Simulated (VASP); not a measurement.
# Au (P6_3/mmc) in VASP: notebook, part 2 of 2

VASP 6.6.1. The steps go on from the part before.

## (4) Relaxation of cell and atoms, PBE

This run uses another cell than the first one, of 18.08 Å³/atom, 0.996 times its volume.

INCAR

```
SYSTEM = Au
ALGO = Normal
EDIFF = 1E-6
EDIFFG = -0.04
ENCUT = 600
GGA = PE
IBRION = 2
ISIF = 3
ISMEAR = 0
LASPH = .TRUE.
LCHARG = .FALSE.
LREAL = .FALSE.
LWAVE = .FALSE.
NELM = 100
NSW = 90
PREC = Accurate
SIGMA = 0.1
```

KPOINTS

```
k-points
0
G
  6 6 4
  0 0 0
```

POSCAR

```
Au
1.0
    2.9030787301      0.0000000000      0.0000000000
   -1.4515393650      2.5141399295      0.0000000000
    0.0000000000      0.0000000000      4.9529122860
Au
2
Direct
    0.6666666667      0.3333333333      0.7500000000
    0.3333333333      0.6666666667      0.2500000000
```

Potentials or basis: VASP PAW PBE potentials, release 64 (Au).

Command:

```console
$ cat potpaw_PBE.64/Au/POTCAR > POTCAR
$ mpirun -np 1 vasp_std > vasp.out
```

OUTCAR:

```text
SYSTEM = Au
   EDIFF = 1E-6
   EDIFFG = -0.04
   ENCUT = 600
   GGA = PE
   IBRION = 2
   ISIF = 3
   ISMEAR = 0
   LASPH = .TRUE.
   LREAL = .FALSE.
   NELM = 100
   NSW = 90
   PREC = Accurate

 ion  position               nearest neighbor table
   1  0.667  0.333  0.750-   2 2.99   2 2.99   2 2.99   2 2.99   2 2.99   2 2.99
   2  0.333  0.667  0.250-   1 2.99   1 2.99   1 2.99   1 2.99   1 2.99   1 2.99

  LATTYP: Found a hexagonal cell.
 ALAT       =     2.9030787301
 C/A-ratio  =     1.7060895506

  Lattice vectors:

 A1 = (   2.9030787301,   0.0000000000,   0.0000000000)
 A2 = (  -1.4515393650,   2.5141399295,   0.0000000000)
 A3 = (   0.0000000000,   0.0000000000,   4.9529122860)

Analysis of symmetry for initial positions (statically):
=====================================================================
 Subroutine PRICEL returns:
 Original cell was already a primitive cell.

 Routine SETGRP: Setting up the symmetry group for a
 hexagonal supercell.

 Subroutine GETGRP returns: Found 24 space group operations
 (whereof 12 operations were pure point group operations)
 out of a pool of 24 trial point group operations.

The static configuration has the point symmetry D_3d.
 The point group associated with its full space group is D_6h.

Analysis of symmetry for dynamics (positions and initial velocities):
=====================================================================
 Subroutine PRICEL returns:
 Original cell was already a primitive cell.

 Routine SETGRP: Setting up the symmetry group for a
 hexagonal supercell.

 Subroutine GETGRP returns: Found 24 space group operations
 (whereof 12 operations were pure point group operations)
 out of a pool of 24 trial point group operations.

The dynamic configuration has the point symmetry D_3d.
 The point group associated with its full space group is D_6h.

 Subroutine INISYM returns: Found 24 space group operations
 (whereof 12 operations are pure point group operations),
 and found     1 'primitive' translations

----------------------------------------------------------------------------------------

                                     Primitive cell

  volume of cell :      36.1500

  direct lattice vectors                    reciprocal lattice vectors
     2.903078730  0.000000000  0.000000000     0.344461895  0.198875168  0.000000000
    -1.451539365  2.514139930  0.000000000     0.000000000  0.397750335  0.000000000
     0.000000000  0.000000000  4.952912286     0.000000000  0.000000000  0.201901415

  length of vectors
     2.903078730  2.903078730  4.952912286     0.397750335  0.397750335  0.201901415

  position of ions in fractional coordinates (direct lattice)
     0.666666667  0.333333333  0.750000000
     0.333333333  0.666666667  0.250000000

  ion indices of the primitive-cell ions
   primitive index   ion index
                 1           1
                 2           2

----------------------------------------------------------------------------------------

 KPOINTS: k-points

Automatic generation of k-mesh.
 Grid dimensions read from file:
 generate k-points for:    6    6    4

 Generating k-lattice:

  Cartesian coordinates                     Fractional coordinates (reciprocal lattice)
     0.057410316  0.033145861  0.000000000     0.166666667  0.000000000  0.000000000
     0.000000000  0.066291723  0.000000000     0.000000000  0.166666667  0.000000000
     0.000000000  0.000000000  0.050475354     0.000000000  0.000000000  0.250000000

  Length of vectors
     0.066291723  0.066291723  0.050475354

  Shift w.r.t. Gamma in fractional coordinates (k-lattice)
     0.000000000  0.000000000  0.000000000

 Subroutine IBZKPT returns following result:
 ===========================================

 Found     21 irreducible k-points:

 Following reciprocal coordinates:
            Coordinates               Weight
  0.000000  0.000000  0.000000      1.000000
  0.166667  0.000000  0.000000      6.000000
  0.333333  0.000000  0.000000      6.000000
  0.500000  0.000000  0.000000      3.000000
  0.166667  0.166667  0.000000      6.000000
  0.333333  0.166667  0.000000     12.000000
[... 13 lines left out ...]
  0.333333  0.166667  0.500000     12.000000
  0.333333  0.333333  0.500000      2.000000
   k-points           NKPTS =     21   k-points in BZ     NKDIM =     21   number of bands    NBANDS=     15
   number of dos      NEDOS =    301   number of ions     NIONS =      2
   total plane-waves  NPLWV =  23040
   dimension x,y,z NGX =    24 NGY =   24 NGZ =   40
   dimension x,y,z NGXF=    48 NGYF=   48 NGZF=   80
   ions per type =               2
   NGX,Y,Z   is equivalent  to a cutoff of  13.74, 13.74, 13.43 a.u.
   NGXF,Y,Z  is equivalent  to a cutoff of  27.49, 27.49, 26.85 a.u.
 SYSTEM =  Au
   PREC   = accura    normal or accurate (medium, high low for compatibility)
   ISTART =      0    job   : 0-new  1-cont  2-samecut
   ICHARG =      2    charge: 1-file 2-atom 10-const
   ISPIN  =      1    spin polarized calculation?
   LNONCOLLINEAR =      F non collinear calculations
   LSORBIT =      F    spin-orbit coupling
   LASPH  =      T    aspherical Exc in radial PAW
   ENCUT  =  600.0 eV  44.10 Ry    6.64 a.u.   5.80  5.80  9.89*2*pi/ulx,y,z
   NELM   =    100;   NELMIN=  2; NELMDL= -5     # of ELM steps
   EDIFF  = 0.1E-05   stopping-criterion for ELM
   LREAL  =      F    real-space projection
   EDIFFG = -.4E-01   stopping-criterion for IOM
   NSW    =     90    number of steps for IOM
   IBRION =      2    ionic relax: 0-MD 1-quasi-New 2-CG
   NFREE  =      1    steps in history (QN), initial steepest desc. (CG)
   ISIF   =      3    stress and relaxation
   ISYM   =      2    0-nonsym 1-usesym 2-fastsym
   POTIM  = 0.5000    time-step for ionic-motion
   TEBEG  =    0.0;   TEEND  =   0.0 temperature during run
   PSTRESS=    0.0 pullay stress
   NELECT =      22.0000    total number of electrons
   NUPDOWN=      -1.0000    fix difference up-down
   EMIN   =  10.00;   EMAX   =-10.00  energy-range for DOS
   EFERMI =   0.00;   METHOD = LEGACY
   ISMEAR =     0;   SIGMA  =   0.10  broadening in eV -4-tet -1-fermi 0-gaus
   EFERMI_NEDOS =   21; number of points for ismear=-14 and -15
   IALGO  =     38    algorithm
   IMIX   =      4    mixing-type and parameters
     AMIX     =   0.40;   BMIX     =  1.00
     AMIX_MAG =   1.60;   BMIX_MAG =  1.00
  volume/ion in A,a.u.               =      18.08       121.98
  Fermi-wavevector in a.u.,A,eV,Ry     =   1.387329  2.621671 26.186880  1.924681
  Thomas-Fermi vector in A             =   2.511560
   LORBIT       =      0    0 simple, 1 ext, 2 COOP (PROOUT), +10 PAW based schemes
   GGA     = PE    functional components
   LHFCALC =     F    Hartree Fock is set to
   AEXX    =    0.0000 exact exchange contribution
   IVDW    =     0    specifies the selected vdW correction
   LEPSILON=     F    determine dielectric tensor
   LRPA    =     F    only Hartree local field effects (RPA)
 conjugate gradient relaxation of ions
 non-spin polarized calculation
 Gauss-broadening in eV      SIGMA  =   0.10
  energy-cutoff  :      600.00
  volume of cell :       36.15
 maximum number of plane-waves:      1216
 NGX is ok and might be reduce to    24
   NGX = 11   NGY = 11   NGZ = 19

--------------------------------------- Ionic step        1  -------------------------------------------

 number of electron      22.0000003 magnetization

 Free energy of the ion-electron system (eV)
  ---------------------------------------------------
  ext. energy  EPLUGINS =         0.00000000
  ---------------------------------------------------
  free energy    TOTEN  =        -6.32643901 eV

  energy without entropy =       -6.31770411  energy(sigma->0) =       -6.32207156

------------------------ aborting loop because EDIFF is reached ----------------------------------------

  FORCE on cell =-STRESS in cart. coord.  units (eV):
  Direction    XX          YY          ZZ          XY          YZ          ZX
  --------------------------------------------------------------------------------------
  -------------------------------------------------------------------------------------
  Total        0.7088671      0.7088671     -1.1508570      0.0000000      0.0000000     -0.0000000
  in kB       31.4171306     31.4171306    -51.0062090      0.0000000      0.0000000     -0.0000000
  external PRESSURE =       3.9426841 kB  Pullay stress =       0.0000000 kB
[... 165 lines left out ...]
  energy  without entropy=       -6.3638101409  energy(sigma->0) =       -6.36612779

--------------------------------------- Ionic step        6  -------------------------------------------

 number of electron      22.0000001 magnetization

 Free energy of the ion-electron system (eV)
  ---------------------------------------------------
  ext. energy  EPLUGINS =         0.00000000
  ---------------------------------------------------
  free energy    TOTEN  =        -6.36911661 eV

  energy without entropy =       -6.36478221  energy(sigma->0) =       -6.36694941

 E-fermi :   8.3370     XC(G=0): -12.3389

 val. band max:        8.2429871206   @ k =   0.3333   0.1667   0.2500
 cond. band min:       8.4658110501   @ k =   0.5000   0.0000   0.2500
 fundamental gap:      0.2228239295
 Fermi energy:         8.3369770926

 k-point     1 :       0.0000    0.0000    0.0000
  band No.  band energies     occupation
      1      -0.7451      2.00000
      2       1.7738      2.00000
      3       4.2298      2.00000
      4       4.2298      2.00000
      5       4.2387      2.00000
      6       4.5707      2.00000
      7       4.5707      2.00000
      8       4.8647      2.00000
      9       4.8647      2.00000
     10       6.3490      2.00000
     11       6.3490      2.00000
     12       7.9795      2.00000
     13      11.5189      0.00000
     14      22.7656      0.00000
     15      24.9993      0.00000
[... 387 lines left out ...]
  FREE ENERGIE OF THE ION-ELECTRON SYSTEM (eV)
  ---------------------------------------------------
  free  energy   TOTEN  =        -6.3691166057 eV

  energy  without entropy=       -6.3647822121  energy(sigma->0) =       -6.36694941

 reached required accuracy - stopping structural energy minimisation
```

CONTCAR:

```text
Au
   1.00000000000000
     2.9750766818418621    0.0000000000014255   -0.0000000000000000
    -1.4875383408684566    2.5764919847316827    0.0000000000000000
     0.0000000000000000   -0.0000000000000000    4.7334177486527844
  Au
     2
Direct
     0.6666666667000030    0.3333333332999970    0.7500000000000000
     0.3333333332999970    0.6666666667000030    0.2500000000000000

  0.00000000E+00  0.00000000E+00  0.00000000E+00
  0.00000000E+00  0.00000000E+00  0.00000000E+00
```

Run time: 40 s. Hardware: 1 thread of Intel Xeon Platinum 8259CL at 2.50GHz (Skylake/Cascade Lake), shared host; peak memory 0.17 GiB.

What came out:

* Free energy: -6.3691 eV
* Relaxed volume: 18.14 Å³/atom
* Relaxed cell: a = 2.975 Å, b = 2.975 Å, c = 4.733 Å, α = 90.00°, β = 90.00°, γ = 120.00°
* Space group after relaxing (to 0.05 Å): P6_3/mmc (No. 194)
* Energy gained by relaxing: 21.3 meV/atom
* Ionic steps: 6
* Pressure after relaxing: 0.0 GPa
* Band gap on the k mesh: zero (band 11 reaches 12.36 eV, above the bottom of band 12 at 5.93 eV)

The path:
```tsv
step	energy change (eV)	largest force (eV/Å)	pressure (GPa)	volume (Å³)
1	0.0000	0.0000	0.39	36.15
2	-0.0374	0.0000	-0.42	36.36
3	-0.0423	0.0000	-0.61	36.44
4	-0.0423	0.0000	-0.62	36.45
5	-0.0420	0.0000	0.88	36.05
6	-0.0427	0.0000	-0.04	36.28
```

Final structure:
```
CELL_PARAMETERS angstrom
2.97508 0.00000 0.00000
-1.48754 2.57649 0.00000
0.00000 0.00000 4.73342
ATOMIC_POSITIONS crystal
Au 0.66667 0.33333 0.75000
Au 0.33333 0.66667 0.25000
```

Levels at points of the mesh, in eV from the Fermi level:
| k point | band 8 | band 9 | band 10 | band 11 | band 12 | band 13 | band 14 | band 15 |
| --- | --- | --- | --- | --- | --- | --- | --- | --- |
| (0.00, 0.00, 0.00) | -3.47 | -3.47 | -1.99 | -1.99 | -0.36 | 3.18 | 14.43 | 16.66 |
| (0.50, 0.00, 0.00) | -1.88 | -1.66 | -1.66 | 0.32 | 1.28 | 6.12 | 7.37 | 7.49 |
| (0.00, 0.00, 0.50) | -4.22 | -2.41 | -2.41 | -2.41 | -2.41 | 11.53 | 11.53 | 14.68 |
| (0.50, 0.00, 0.50) | -2.17 | -1.74 | -1.74 | 0.65 | 0.65 | 3.67 | 3.67 | 13.07 |

Caveat: the k points lie up to 0.41 Å⁻¹ apart in the final cell; spin-orbit coupling is left out, which moves the levels of the heavy elements.

## (5) Summary

```tsv
task	cell	k mesh	cutoff (eV)	gap on the mesh (eV)	pressure (GPa)	relaxed volume (Å³/atom)
relaxation of cell and atoms	relaxed from a = 2.976, b = 2.976, c = 4.732 Å, angles 90.0, 90.0, 120.0°, 2 atoms	21 × 21 × 12	600	none	0.0	17.97
single point	a = 2.976, b = 2.976, c = 4.732 Å, angles 90.0, 90.0, 120.0°, 2 atoms	6 × 6 × 4	520	none	-0.1	-
relaxation of cell and atoms	relaxed from a = 2.903, b = 2.903, c = 4.953 Å, angles 90.0, 90.0, 120.0°, 2 atoms	6 × 6 × 4	600	none	0.0	18.14
```

Alike in all rows: level PBE; potentials or basis VASP PAW PBE potentials, release 64 (Au); no spin polarisation; smearing gaussian 0.1 eV.

Caveats: some runs use coarse meshes; spin-orbit coupling is left out, which moves the levels of the heavy elements.

Absolute energies hang on the potentials; compare differences alone.
